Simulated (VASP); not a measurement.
**GaC2: single point with PBE**

GaC2:

```
Ga C
1.0
     4.47717    0.00000    0.00000
     0.00000    4.47717    0.00000
     0.00000    0.00000    4.47717
Ga C
2 4
Cartesian
  0.0000 0.0000 0.0000
  2.2386 2.2386 2.2386
  1.1193 1.1193 1.1193
  1.1193 3.3579 3.3579
  3.3579 3.3579 1.1193
  3.3579 1.1193 3.3579
```

```
Program                : VASP 6.6.1
Task                   : single point
Functional             : PBE
Potentials or basis    : VASP PAW PBE potentials, release 64 (Ga_d, C)
Cutoff                 : 600 eV
k mesh                 : 4 × 4 × 4
Occupations            : gaussian, width 0.1 eV
Spin                   : no spin polarisation
Dipole correction      : no
Further INCAR settings : ALGO = Normal; EDIFF = 1e-06; NBANDS = 30
```

```yaml
Pressure: -0.2 GPa
Band_gap_on_the_k_mesh: zero (bands 21 and 22 overlap by 1.23 eV)
```

Levels at points of the mesh, in eV from the Fermi level:
| k point | band 19 | band 20 | band 21 | band 22 | band 23 | band 24 |
| --- | --- | --- | --- | --- | --- | --- |
| (0.00, 0.00, 0.00) | -1.95 | -1.95 | 0.70 | 0.70 | 0.70 | 2.03 |
| (0.50, 0.00, 0.00) | -0.90 | -0.90 | -0.15 | -0.15 | 0.91 | 0.91 |
| (0.50, 0.50, 0.00) | -1.41 | -1.41 | -0.53 | -0.53 | 1.09 | 1.09 |
| (0.50, 0.50, 0.50) | 0.39 | 0.39 | 0.39 | 1.74 | 1.74 | 1.77 |

Wall time 28 s on 1 thread of Intel(R) Xeon(R) Platinum 8375C CPU @ 2.90GHz (Ice Lake) (shared host), peak memory 0.2 GiB.
